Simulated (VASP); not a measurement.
# ZnSe (m.bB) (F-43m) in VASP: single point with PBE

Aim: the single point of ZnSe (m.bB) with PBE.

All numbers are computed with VASP 6.6.1; they aren't measurements. Logs are shortened: lines on timing, memory, paths and dates and some standing lists are left out, and cuts for length are marked.

## 1. The cell of the first run

It takes space group F-43m (No. 216, cubic). The conventional cell has a = 5.733 Å, b = 5.733 Å, c = 5.733 Å, α = 90.00°, β = 90.00°, γ = 90.00°. Within 3.3 Å of Zn (site symmetry -43m) lie 4 Se at 2.48 Å. Within 3.3 Å of Se (site symmetry -43m) lie 4 Zn at 2.48 Å.

## 2. Single point, PBE

Contents of INCAR:

```
SYSTEM = ZnSe
PREC     = Accurate       ! precision mode
ENCUT    = 500            ! plane-wave cutoff, eV
EDIFF    = 1E-6           ! SCF threshold, eV
ISMEAR   = 0              ! smearing method
SIGMA    = 0.02           ! smearing width, eV
LREAL    = .False.        ! projectors in reciprocal space
LASPH    = .True.         ! aspherical terms in the spheres
NELM     = 120            ! most SCF steps
ALGO     = Normal         ! electronic algorithm
ISIF     = 2              ! what is computed and relaxed
LWAVE    = .False.        ! write WAVECAR
LCHARG   = .True.         ! write CHGCAR
GGA      = PE             ! functional
LELF     = .True.         ! ELF
LVHAR    = .True.       
NBANDS   = 16             ! bands
GGA_COMPAT= .False.
```

Contents of KPOINTS:

```
Automatic mesh
0
Gamma
  8 8 8
  0 0 0
```

Contents of POSCAR:

```
ZnSe
1.0
    0.0000000000      2.8664717088      2.8664717088
    2.8664717088      0.0000000000      2.8664717088
    2.8664717088      2.8664717088      0.0000000000
Zn Se
1 1
Direct
    0.0000000000      0.0000000000      0.0000000000
    0.2500000000      0.2500000000      0.2500000000
```

Potentials or basis: VASP PAW PBE potentials, release 64 (Zn, Se).

The run is started by

```bash
> cat potpaw_PBE.64/Zn/POTCAR potpaw_PBE.64/Se/POTCAR > POTCAR
> mpirun -np 1 vasp_std > vasp.out
```

OUTCAR:

```text
SYSTEM = ZnSe
   PREC = Accurate
   ENCUT = 500
   EDIFF = 1E-6
   ISMEAR = 0
   LREAL = .False.
   LASPH = .True.
   NELM = 120
   ISIF = 2
   GGA = PE

 ion  position               nearest neighbor table
   1  0.000  0.000  0.000-   2 2.48   2 2.48   2 2.48   2 2.48
   2  0.250  0.250  0.250-   1 2.48   1 2.48   1 2.48   1 2.48

  LATTYP: Found a face centered cubic cell.
 ALAT       =     5.7329434176

  Lattice vectors:

 A1 = (   0.0000000000,   2.8664717088,   2.8664717088)
 A2 = (   2.8664717088,   0.0000000000,   2.8664717088)
 A3 = (   2.8664717088,   2.8664717088,   0.0000000000)

Analysis of symmetry for initial positions (statically):
=====================================================================
 Subroutine PRICEL returns:
 Original cell was already a primitive cell.

 Routine SETGRP: Setting up the symmetry group for a
 face centered cubic supercell.

 Subroutine GETGRP returns: Found 24 space group operations
 (whereof 24 operations were pure point group operations)
 out of a pool of 48 trial point group operations.

The static configuration has the point symmetry T_d .

Analysis of symmetry for dynamics (positions and initial velocities):
=====================================================================
 Subroutine PRICEL returns:
 Original cell was already a primitive cell.

 Routine SETGRP: Setting up the symmetry group for a
 face centered cubic supercell.

 Subroutine GETGRP returns: Found 24 space group operations
 (whereof 24 operations were pure point group operations)
 out of a pool of 48 trial point group operations.

The dynamic configuration has the point symmetry T_d .

 Subroutine INISYM returns: Found 24 space group operations
 (whereof 24 operations are pure point group operations),
 and found     1 'primitive' translations

----------------------------------------------------------------------------------------

                                     Primitive cell

  volume of cell :      47.1056

  direct lattice vectors                    reciprocal lattice vectors
     0.000000000  2.866471709  2.866471709    -0.174430467  0.174430467  0.174430467
     2.866471709  0.000000000  2.866471709     0.174430467 -0.174430467  0.174430467
     2.866471709  2.866471709  0.000000000     0.174430467  0.174430467 -0.174430467

  length of vectors
     4.053803167  4.053803167  4.053803167     0.302122432  0.302122432  0.302122432

  position of ions in fractional coordinates (direct lattice)
     0.000000000  0.000000000  0.000000000
     0.250000000  0.250000000  0.250000000

  ion indices of the primitive-cell ions
   primitive index   ion index
                 1           1
                 2           2

----------------------------------------------------------------------------------------

 KPOINTS: Automatic mesh

Automatic generation of k-mesh.
 Grid dimensions read from file:
 generate k-points for:    8    8    8

 Generating k-lattice:

  Cartesian coordinates                     Fractional coordinates (reciprocal lattice)
    -0.021803808  0.021803808  0.021803808     0.125000000  0.000000000  0.000000000
     0.021803808 -0.021803808  0.021803808     0.000000000  0.125000000  0.000000000
     0.021803808  0.021803808 -0.021803808     0.000000000  0.000000000  0.125000000

  Length of vectors
     0.037765304  0.037765304  0.037765304

  Shift w.r.t. Gamma in fractional coordinates (k-lattice)
     0.000000000  0.000000000  0.000000000

 Subroutine IBZKPT returns following result:
 ===========================================

 Found     29 irreducible k-points:

 Following reciprocal coordinates:
            Coordinates               Weight
  0.000000  0.000000  0.000000      1.000000
  0.125000  0.000000  0.000000      8.000000
  0.250000  0.000000  0.000000      8.000000
  0.375000  0.000000  0.000000      8.000000
  0.500000  0.000000  0.000000      4.000000
  0.125000  0.125000  0.000000      6.000000
[... 16 lines left out ...]
  0.500000  0.250000  0.125000     48.000000
 -0.375000  0.250000  0.125000     24.000000
 [... further k-points ...]
   k-points           NKPTS =     29   k-points in BZ     NKDIM =     29   number of bands    NBANDS=     16
   number of dos      NEDOS =    301   number of ions     NIONS =      2
   total plane-waves  NPLWV =  27000
   dimension x,y,z NGX =    30 NGY =   30 NGZ =   30
   dimension x,y,z NGXF=    60 NGYF=   60 NGZF=   60
   ions per type =               1   1
   NGX,Y,Z   is equivalent  to a cutoff of  12.30, 12.30, 12.30 a.u.
   NGXF,Y,Z  is equivalent  to a cutoff of  24.61, 24.61, 24.61 a.u.
 SYSTEM =  ZnSe
   PREC   = accura    normal or accurate (medium, high low for compatibility)
   ISTART =      0    job   : 0-new  1-cont  2-samecut
   ICHARG =      2    charge: 1-file 2-atom 10-const
   ISPIN  =      1    spin polarized calculation?
   LNONCOLLINEAR =      F non collinear calculations
   LSORBIT =      F    spin-orbit coupling
   LASPH  =      T    aspherical Exc in radial PAW
   ENCUT  =  500.0 eV  36.75 Ry    6.06 a.u.   7.39  7.39  7.39*2*pi/ulx,y,z
   NELM   =    120;   NELMIN=  2; NELMDL= -5     # of ELM steps
   EDIFF  = 0.1E-05   stopping-criterion for ELM
   LREAL  =      F    real-space projection
   EDIFFG = 0.1E-04   stopping-criterion for IOM
   NSW    =      0    number of steps for IOM
   IBRION =     -1    ionic relax: 0-MD 1-quasi-New 2-CG
   NFREE  =      0    steps in history (QN), initial steepest desc. (CG)
   ISIF   =      2    stress and relaxation
   ISYM   =      2    0-nonsym 1-usesym 2-fastsym
   POTIM  = 0.5000    time-step for ionic-motion
   TEBEG  =    0.0;   TEEND  =   0.0 temperature during run
   PSTRESS=    0.0 pullay stress
   NELECT =      18.0000    total number of electrons
   NUPDOWN=      -1.0000    fix difference up-down
   EMIN   =  10.00;   EMAX   =-10.00  energy-range for DOS
   EFERMI =   0.00;   METHOD = LEGACY
   ISMEAR =     0;   SIGMA  =   0.02  broadening in eV -4-tet -1-fermi 0-gaus
   EFERMI_NEDOS =   21; number of points for ismear=-14 and -15
   IALGO  =     38    algorithm
   IMIX   =      4    mixing-type and parameters
     AMIX     =   0.40;   BMIX     =  1.00
     AMIX_MAG =   1.60;   BMIX_MAG =  1.00
  volume/ion in A,a.u.               =      23.55       158.94
  Fermi-wavevector in a.u.,A,eV,Ry     =   1.187977  2.244951 19.201755  1.411289
  Thomas-Fermi vector in A             =   2.324117
   LORBIT       =      0    0 simple, 1 ext, 2 COOP (PROOUT), +10 PAW based schemes
   GGA     = PE    functional components
   LHFCALC =     F    Hartree Fock is set to
   AEXX    =    0.0000 exact exchange contribution
   IVDW    =     0    specifies the selected vdW correction
   LEPSILON=     F    determine dielectric tensor
   LRPA    =     F    only Hartree local field effects (RPA)
 non-spin polarized calculation
 Gauss-broadening in eV      SIGMA  =   0.02
  energy-cutoff  :      500.00
  volume of cell :       47.11
 maximum number of plane-waves:      1243
 NGX is ok and might be reduce to    30
   NGX = 15   NGY = 15   NGZ = 15

 number of electron      18.0000017 magnetization

 Free energy of the ion-electron system (eV)
  ---------------------------------------------------
  ext. energy  EPLUGINS =         0.00000000
  ---------------------------------------------------
  free energy    TOTEN  =        -6.03233424 eV

  energy without entropy =       -6.03233424  energy(sigma->0) =       -6.03233424

 E-fermi :   1.4100     XC(G=0):  -9.1655

 val. band max:        1.3243256765   @ k =   0.0000   0.0000   0.0000
 cond. band min:       2.4776095931   @ k =   0.0000   0.0000   0.0000
 fundamental gap:      1.1532839166
 Fermi energy:         1.4099837667

 k-point     1 :       0.0000    0.0000    0.0000
  band No.  band energies     occupation
      1     -11.7202      2.00000
      2      -5.1026      2.00000
      3      -5.1026      2.00000
      4      -5.1026      2.00000
      5      -4.7633      2.00000
      6      -4.7633      2.00000
[... 8 lines left out ...]
     15      12.7125      0.00000
     16      12.7125      0.00000

 k-point     2 :       0.1250    0.0000    0.0000
  band No.  band energies     occupation
      1     -11.6261      2.00000
      2      -5.0937      2.00000
      3      -5.0880      2.00000
      4      -5.0880      2.00000
      5      -4.7645      2.00000
      6      -4.7645      2.00000
[... 8 lines left out ...]
     15      11.9588      0.00000
     16      11.9789      0.00000

 k-point     3 :       0.2500    0.0000    0.0000
  band No.  band energies     occupation
      1     -11.3827      2.00000
      2      -5.0558      2.00000
      3      -5.0558      2.00000
      4      -5.0355      2.00000
      5      -4.7631      2.00000
      6      -4.7631      2.00000
[... 8 lines left out ...]
     15      11.7229      0.00000
     16      11.9809      0.00000

 k-point     4 :       0.3750    0.0000    0.0000
  band No.  band energies     occupation
      1     -11.1112      2.00000
      2      -5.0299      2.00000
      3      -5.0299      2.00000
      4      -4.8489      2.00000
      5      -4.7534      2.00000
      6      -4.7534      2.00000
[... 8 lines left out ...]
     15      12.7906      0.00000
     16      12.7906      0.00000

 k-point     5 :       0.5000    0.0000    0.0000
  band No.  band energies     occupation
      1     -10.9886      2.00000
      2      -5.0215      2.00000
      3      -5.0215      2.00000
      4      -4.7465      2.00000
      5      -4.7465      2.00000
      6      -4.6166      2.00000
[... 8 lines left out ...]
     15      14.2888      0.00000
     16      14.2888      0.00000

 k-point     6 :       0.1250    0.1250    0.0000
  band No.  band energies     occupation
      1     -11.5947      2.00000
      2      -5.1072      2.00000
      3      -5.0748      2.00000
      4      -5.0748      2.00000
      5      -4.7735      2.00000
      6      -4.7568      2.00000
[... 8 lines left out ...]
     15      12.4035      0.00000
     16      12.9298      0.00000
[... 267 lines left out ...]
 k-point    21 :       0.5000    0.5000    0.0000
  band No.  band energies     occupation
      1     -10.7408      2.00000
      2      -5.0538      2.00000
      3      -4.8707      2.00000
      4      -4.8707      2.00000
      5      -4.7191      2.00000
      6      -4.5965      2.00000
[... 8 lines left out ...]
     15      15.1510      0.00000
     16      15.5957      0.00000

 k-point    22 :       0.3750    0.2500    0.1250
  band No.  band energies     occupation
      1     -11.1929      2.00000
      2      -5.0550      2.00000
      3      -5.0075      2.00000
      4      -4.9782      2.00000
      5      -4.7754      2.00000
      6      -4.7406      2.00000
[... 8 lines left out ...]
     15      13.4692      0.00000
     16      14.5832      0.00000

 k-point    23 :       0.5000    0.2500    0.1250
  band No.  band energies     occupation
      1     -10.9668      2.00000
      2      -5.0113      2.00000
      3      -4.9849      2.00000
      4      -4.8562      2.00000
      5      -4.7514      2.00000
      6      -4.6997      2.00000
[... 8 lines left out ...]
     15      13.7610      0.00000
     16      14.8811      0.00000

 k-point    24 :      -0.3750    0.2500    0.1250
  band No.  band energies     occupation
      1     -10.8667      2.00000
      2      -5.0043      2.00000
      3      -4.9723      2.00000
      4      -4.7902      2.00000
      5      -4.7563      2.00000
      6      -4.5698      2.00000
[... 8 lines left out ...]
     15      13.9454      0.00000
     16      14.7362      0.00000

 [... further k-points ...]

------------------------ aborting loop because EDIFF is reached ----------------------------------------

  FORCE on cell =-STRESS in cart. coord.  units (eV):
  Direction    XX          YY          ZZ          XY          YZ          ZX
  --------------------------------------------------------------------------------------
  -------------------------------------------------------------------------------------
  Total        0.0593156      0.0593156      0.0593156      0.0000000     -0.0000000      0.0000000
  in kB        2.0174667      2.0174667      2.0174667      0.0000000     -0.0000000      0.0000000
  external PRESSURE =       2.0174667 kB  Pullay stress =       0.0000000 kB

 VOLUME and BASIS-vectors are now :
 -----------------------------------------------------------------------------
  energy-cutoff  :      500.00
  volume of cell :       47.11
      direct lattice vectors                 reciprocal lattice vectors
     0.000000000  2.866471709  2.866471709    -0.174430467  0.174430467  0.174430467
     2.866471709  0.000000000  2.866471709     0.174430467 -0.174430467  0.174430467
     2.866471709  2.866471709  0.000000000     0.174430467  0.174430467 -0.174430467

 POSITION                                       TOTAL-FORCE (eV/Angst)
 -----------------------------------------------------------------------------------
      0.00000      0.00000      0.00000        -0.000000     -0.000000     -0.000000
      1.43324      1.43324      1.43324         0.000000      0.000000      0.000000
 -----------------------------------------------------------------------------------
    total drift:                               -0.000000     -0.000000     -0.000001

  FREE ENERGIE OF THE ION-ELECTRON SYSTEM (eV)
  ---------------------------------------------------
  free  energy   TOTEN  =        -6.0323342442 eV

  energy  without entropy=       -6.0323342442  energy(sigma->0) =       -6.03233424
```

It took 21 s on 1 thread of Intel Xeon 6975P-C, shared host; peak memory 0.18 GiB.

Results:

```yaml
Free_energy: -6.0323 eV
Pressure: 0.2 GPa
Band_gap_on_the_k_mesh: 1.15 eV, direct
```
